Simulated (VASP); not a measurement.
Input of a VASP 6.6.1 run:

Contents of POSCAR:

```
Ta
1.0
    3.5029446099      0.0000000000      0.0000000000
    0.0000000000      3.2363256687      0.0000000000
    0.0000000000      0.0000000000      3.2363256687
Ta
2
Direct
    0.0000000000      0.0000000000      0.0000000000
    0.5000000000      0.5000000000      0.5000000000
```

File INCAR.step1:

```
SYSTEM = Ta
PREC = Accurate
ENCUT = 520
ISMEAR = 0
SIGMA = 0.1
LREAL = .FALSE.
LASPH = .TRUE.
NELM = 80
NBANDS = 18
GGA = PE
ALGO = Normal
EDIFF = 1E-4
LWAVE = .TRUE.
LCHARG = .FALSE.
```

INCAR.step2

```
SYSTEM = Ta
PREC = Accurate
ENCUT = 520
EDIFF = 1E-6
ISMEAR = 0
SIGMA = 0.1
LREAL = .FALSE.
LASPH = .TRUE.
NELM = 80
ALGO = Normal
ISIF = 2
LWAVE = .FALSE.
LCHARG = .FALSE.
METAGGA = R2SCAN
LMIXTAU = .TRUE.
NBANDS = 18
ISTART = 1
```

Contents of KPOINTS:

```
Automatic mesh
0
G
  16 16 16
  0 0 0
```

Potentials or basis: VASP PAW PBE potentials, release 64 (Ta_pv).

The run is started by

```bash
$ cat potpaw_PBE.64/Ta_pv/POTCAR > POTCAR
$ cp INCAR.step1 INCAR
$ mpirun -np 1 vasp_std > vasp.out
$ cp INCAR.step2 INCAR
$ mpirun -np 1 vasp_std > vasp.out
```

(1) Estimate the band gap on the k mesh.

(2) What does it give for the pressure?

Results:

(1) zero (bands 11 and 12 overlap by 3.02 eV).

(2) -2.0 GPa.

Caveat: the cell differs from its parent crystal (uniaxial strain along a: +6.0 %, then relaxed in part); the stress differs along the axes, from -7 to 1 GPa; the PAW data sets were made with another functional, which shifts forces and pressure a little; spin-orbit coupling is left out, which moves the levels of the heavy elements.
